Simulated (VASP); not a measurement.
Here is a VASP 6.6.1 calculation.

Contents of INCAR:

```
SYSTEM = Si
PREC = Accurate
ENCUT = 400
EDIFF = 1E-6
ISMEAR = 0
SIGMA = 0.1
LREAL = .FALSE.
LASPH = .TRUE.
NELM = 120
ALGO = Normal
ISIF = 2
LWAVE = .FALSE.
LCHARG = .TRUE.
LDIPOL = .TRUE.
IDIPOL = 3
DIPOL = 0.5 0.5 0.374
GGA = PE
IVDW = 12
LELF = .TRUE.
LVHAR = .TRUE.
LVACPOTAV = .TRUE.
NBANDS = 16
GGA_COMPAT = .FALSE.
NELMDL = -8
```

KPOINTS

```
Automatic mesh
0
G
  9 9 1
  0 0 0
```

POSCAR

```
Si
1.0
    3.8472023567      0.0000000000      0.0000000000
   -1.9236011784      3.3317749744      0.0000000000
    0.0000000000      0.0000000000     18.4446971473
Si
4
Direct
    0.3333333333      0.6666666667      0.2695814702
    0.6666666667      0.3333333333      0.2439725610
    0.8333333333      1.0000000000      0.5039224593
    0.5000000000      1.3333333333      0.4783135501
```

Potentials or basis: VASP PAW PBE potentials, release 64 (Si).

Command:

```console
$ cat potpaw_PBE.64/Si/POTCAR > POTCAR
$ mpirun -np 1 vasp_std > vasp.out
```

(1) Predict the band gap on the k mesh.

(2) Predict the dispersion energy per atom.

(3) Predict the largest force.

Results:

(1) 0.26 eV, direct.

(2) -0.246 eV.

(3) 0.184 eV/Å.
